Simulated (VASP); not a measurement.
Here is a VASP 6.6.1 calculation.

INCAR

```
PREC     = Accurate       # precision mode
ENCUT    = 520            # plane-wave cutoff, eV
EDIFF    = 1E-6           # SCF threshold, eV
ISMEAR   = 0              # smearing method
SIGMA    = 0.1            # smearing width, eV
LREAL    = F              # projectors in reciprocal space
LASPH    = T              # aspherical terms in the spheres
NELM     = 150            # most SCF steps
ALGO     = Normal         # electronic algorithm
ISIF     = 2              # what is computed and relaxed
LWAVE    = F              # write WAVECAR
LCHARG   = F              # write CHGCAR
ISPIN    = 2              # spin polarisation
MAGMOM   = 0 0 1 1 1      # initial moments
LORBIT   = 11             # projections on sites
LMAXMIX  = 4              # l up to which the mixer works
GGA      = PE             # functional
NBANDS   = 34             # bands
```

Contents of KPOINTS:

```
regular mesh
0
Gamma
  4 4 4
```

File POSCAR:

```
KGaRe3
1.0
    4.7068001547      0.0000000000      0.0000000000
    0.0000000000      4.7068001547      0.0000000000
    0.0000000000      0.0000000000      4.7068001547
K Ga Re
1 1 3
Direct
    0.0000000000      0.0000000000      0.0000000000
    0.5000000000      0.5000000000      0.5000000000
    0.0000000000      0.5000000000      0.5000000000
    0.5000000000      0.0000000000      0.5000000000
    0.5000000000      0.5000000000      0.0000000000
```

Potentials or basis: VASP PAW PBE potentials, release 64 (K_sv, Ga_d, Re).

Launch:

```console
$ cat potpaw_PBE.64/K_sv/POTCAR potpaw_PBE.64/Ga_d/POTCAR potpaw_PBE.64/Re/POTCAR > POTCAR
$ mpirun -np 1 vasp_std > vasp.out
```

(1) Predict the pressure.

(2) What does it give for the net moment?

Results:

(1) 0.0 GPa.

(2) 0.00 μB per cell.
